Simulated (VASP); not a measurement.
Input of a VASP 6.6.1 run:

POSCAR

```
BaTe
1.0
    5.9738370756      0.0000000000      0.0000000000
   -2.9869185378      5.1734946656      0.0000000000
    0.0000000000      0.0000000000      7.0021674480
Ba Te
2 2
Direct
    0.3333333333      0.6666666667      0.2500000000
    0.6666666667      0.3333333333      0.7500000000
    0.6666666667      0.3333333333      0.2500000000
    0.3333333333      0.6666666667      0.7500000000
```

The input INCAR.step1:

```
ALGO     = Normal         # electronic algorithm
EDIFF    = 1E-4           # SCF threshold, eV
ENCUT    = 520            # plane-wave cutoff, eV
GGA      = PE             # functional
ISMEAR   = 0              # smearing method
LASPH    = T              # aspherical terms in the spheres
LCHARG   = F              # write CHGCAR
LREAL    = F              # projectors in reciprocal space
LWAVE    = T              # write WAVECAR
NBANDS   = 24             # bands
NELM     = 100            # most SCF steps
PREC     = Accurate       # precision mode
SIGMA    = 0.01           # smearing width, eV
```

The input INCAR.step2:

```
ALGO     = Normal         # electronic algorithm
EDIFF    = 1E-6           # SCF threshold, eV
ENCUT    = 520            # plane-wave cutoff, eV
ISIF     = 2              # what is computed and relaxed
ISMEAR   = 0              # smearing method
ISTART   = 1            
LASPH    = T              # aspherical terms in the spheres
LCHARG   = F              # write CHGCAR
LMIXTAU  = T            
LREAL    = F              # projectors in reciprocal space
LWAVE    = F              # write WAVECAR
METAGGA  = R2SCAN         # meta-GGA
NBANDS   = 24             # bands
NELM     = 100            # most SCF steps
PREC     = Accurate       # precision mode
SIGMA    = 0.01           # smearing width, eV
```

File KPOINTS:

```
k-points
0
Gamma
  6 6 4
```

Potentials or basis: VASP PAW PBE potentials, release 64 (Ba_sv, Te).

Launch:

```bash
$ cat potpaw_PBE.64/Ba_sv/POTCAR potpaw_PBE.64/Te/POTCAR > POTCAR
$ cp INCAR.step1 INCAR
$ mpirun -np 1 vasp_std > vasp.out
$ cp INCAR.step2 INCAR
$ mpirun -np 1 vasp_std > vasp.out
```

(1) What does it give for the band gap on the k mesh?

(2) Estimate the pressure.

## Answers

(1) 2.24 eV, indirect (least direct gap 2.53 eV).

(2) 0.2 GPa.

Caveat: the PAW data sets were made with another functional, which shifts forces and pressure a little; spin-orbit coupling is left out, which moves the levels of the heavy elements.
